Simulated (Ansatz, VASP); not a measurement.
## One calculation of CsTa2S4, two programs

```xyz
7
Lattice="3.4150 0.0000 0.0000 -1.7075 2.9575 0.0000 0.0000 0.0000 14.6914" Properties=species:S:1:pos:R:3 pbc="T T T"
Cs    0.0000    1.9717    0.0000
Ta    0.0000    0.0000   10.5350
Ta    0.0000    0.0000    4.1565
S     1.7075    0.9858    9.0392
S     1.7075    0.9858   12.0748
S     1.7075    0.9858    2.6167
S     1.7075    0.9858    5.6523
```

Alike in both runs: functional PBE; dispersion D3(BJ); k mesh 6 × 6 × 2; occupations gaussian, width 0.1 eV; no spin polarisation.

Ansatz relaxed the structure, and its values are those at the end. VASP's run is a single point on that final structure, the one shown.

|  | VASP | Ansatz |
| --- | --- | --- |
| version | VASP 6.6.1 | Ansatz 0.2.0 |
| potentials or method | VASP PAW PBE potentials, release 64 (Cs_sv, Ta_pv, S), cutoff 520 eV | scalar-relativistic, plane waves, PAW |
| valence electrons in the cell | 55 | 59 |

|  | VASP | Ansatz | Ansatz less VASP |
| --- | --- | --- | --- |
| gap on the k mesh at the Fermi level (eV) | none | none | - |
| pressure (GPa) | 0.2 | 0.0 | -0.14 |
| rms of the force components (eV/Å) | 0.005 | 0.000 | -0.0049 |

A gap of «none» marks a metal or a gap that the smearing closes. VASP's potentials hold 55 valence electrons a cell and Ansatz's 59, so a difference there can come from the potentials and not from the codes.

Spin-orbit coupling is off throughout.
